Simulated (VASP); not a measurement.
**Cd: single point with PBE**

Cd:

```
Cd
1.0
     3.32477    0.00000    0.00000
    -1.66239    2.87934    0.00000
     0.00000    0.00000    7.08188
Cd
3
Direct
  0.00000 0.00000 0.00000
  0.66667 0.33333 0.33333
  0.33333 0.66667 0.66667
```

This cell differs from its parent crystal: strain along c alone, the other axes held: -2.0 %.

```
Program                : VASP 6.6.1
Task                   : single point
Functional             : PBE
Potentials or basis    : VASP PAW PBE potentials, release 64 (Cd)
Cutoff                 : 520 eV
k mesh                 : 15 × 15 × 6
Occupations            : gaussian, width 0.1 eV
Spin                   : no spin polarisation
Dipole correction      : no
Further INCAR settings : ALGO = Fast; EDIFF = 1e-06; NBANDS = 25
```

| Item | Value |
| --- | --- |
| Pressure | 1.3 GPa |
| Band gap on the k mesh | zero (band 18 reaches 4.12 eV, above the bottom of band 19 at 0.76 eV) |

Stress tensor (GPa, compression positive):
```
0.64 0.00 0.00
0.00 0.64 0.00
0.00 0.00 2.74
```

Levels at points of the mesh, in eV from the Fermi level:
```csv
k point,band 14,band 15,band 16,band 17,band 18,band 19,band 20,band 21,band 22,band 23
"(0.00, 0.00, 0.00)",-8.39,-8.39,-8.39,-4.93,-4.93,5.58,5.58,10.87,10.87,10.87
"(0.00, 0.00, 0.50)",-8.12,-8.12,-7.63,-7.63,-1.30,0.46,10.35,10.35,11.77,12.14
```

Wall time 2.8 min on 1 thread of Intel(R) Xeon(R) Platinum 8259CL CPU @ 2.50GHz (Skylake/Cascade Lake), with other jobs on the host, peak memory 0.32 GiB.

Caveat: the cell differs from its parent crystal (strain along c alone, the other axes held: -2.0 %).
